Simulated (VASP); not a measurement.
A run of VASP 6.6.1 is set up as follows.

INCAR

```
SYSTEM = SrO
PREC     = Accurate       ! precision mode
ENCUT    = 520            ! plane-wave cutoff, eV
EDIFF    = 1E-8           ! SCF threshold, eV
ISMEAR   = -1             ! smearing method
SIGMA    = 0.02           ! smearing width, eV
LREAL    = .FALSE.        ! projectors in reciprocal space
LASPH    = .TRUE.         ! aspherical terms in the spheres
NELM     = 60             ! most SCF steps
ALGO     = Normal         ! electronic algorithm
ISIF     = 2              ! what is computed and relaxed
LWAVE    = .FALSE.        ! write WAVECAR
LCHARG   = .FALSE.        ! write CHGCAR
LEFG     = .TRUE.       
NBANDS   = 15             ! bands
```

The input KPOINTS:

```
regular mesh
0
G
  8 8 8
  0 0 0
```

Contents of POSCAR:

```
SrO
1.0
    0.0000000000      2.6036170359      2.6036170359
    2.6036170359      0.0000000000      2.6036170359
    2.6036170359      2.6036170359      0.0000000000
Sr O
1 1
Direct
    0.0000000000      0.0000000000      0.0000000000
    0.5000000000      0.5000000000      0.5000000000
```

Potentials or basis: VASP PAW LDA potentials, release 64 (Sr_sv, O).

Command:

```sh
$ cat potpaw_LDA.64/Sr_sv/POTCAR potpaw_LDA.64/O/POTCAR > POTCAR
$ mpirun -np 1 vasp_std > vasp.out
```

(1) What does it give for the pressure?

(2) Predict the band gap on the k mesh.

Answers

(1) -6.6 GPa.

(2) 3.12 eV, indirect (least direct gap 3.23 eV).

Caveat: without QUAD_EFG the Cq values of the log hold for a quadrupole moment of 1 mb, not for the nuclei.
